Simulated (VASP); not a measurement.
A run of VASP 6.6.1 is set up as follows.

INCAR

```
PREC = Accurate ; ENCUT = 500
EDIFF = 1E-6 ; ISMEAR = 0
SIGMA = 0.15 ; LREAL = F
LASPH = T ; NELM = 120
ALGO = Normal ; ISIF = 2
LWAVE = F ; LCHARG = T
GGA = PE ; LELF = T
LVHAR = T ; NBANDS = 39
GGA_COMPAT = F
```

File KPOINTS:

```
Automatic mesh
0
Gamma
  3 3 3
```

POSCAR

```
In2TeBr4
1.0
    2.7292097911      1.5757100076      9.3590294144
   -2.7292097911      1.5757100076      9.3590294144
    0.0000000000     -3.1514200152      9.3590294144
In Te Br
2 1 4
Direct
    0.1041400208      0.1041400208      0.1041400208
    0.8958599792      0.8958599792      0.8958599792
    0.0000000000      0.0000000000      0.0000000000
    0.3861269290      0.3861269290      0.3861269290
    0.6138730710      0.6138730710      0.6138730710
    0.2029015702      0.2029015702      0.2029015702
    0.7970984298      0.7970984298      0.7970984298
```

Potentials or basis: VASP PAW PBE potentials, release 64 (In_d, Te, Br).

The run is started by

```console
$ cat potpaw_PBE.64/In_d/POTCAR potpaw_PBE.64/Te/POTCAR potpaw_PBE.64/Br/POTCAR > POTCAR
$ mpirun -np 1 vasp_std > vasp.out
```

Predict the band gap on the k mesh.

zero (bands 30 and 31 overlap by 0.29 eV).

Predict the pressure.

-0.2 GPa.

Predict the largest force.

0.090 eV/Å.

Forces in eV/Å, atoms in the order of the input:
```
In   0.000  0.000 -0.090
In   0.000  0.000  0.090
Te   0.000  0.000  0.000
Br   0.000  0.000 -0.029
Br   0.000  0.000  0.029
Br   0.000  0.000 -0.001
Br   0.000  0.000  0.001
```

Caveat: the k points lie up to 0.45 Å⁻¹ apart; semilocal functionals underestimate gaps, and a narrow one can read as zero; spin-orbit coupling is left out, which moves the levels of the heavy elements.
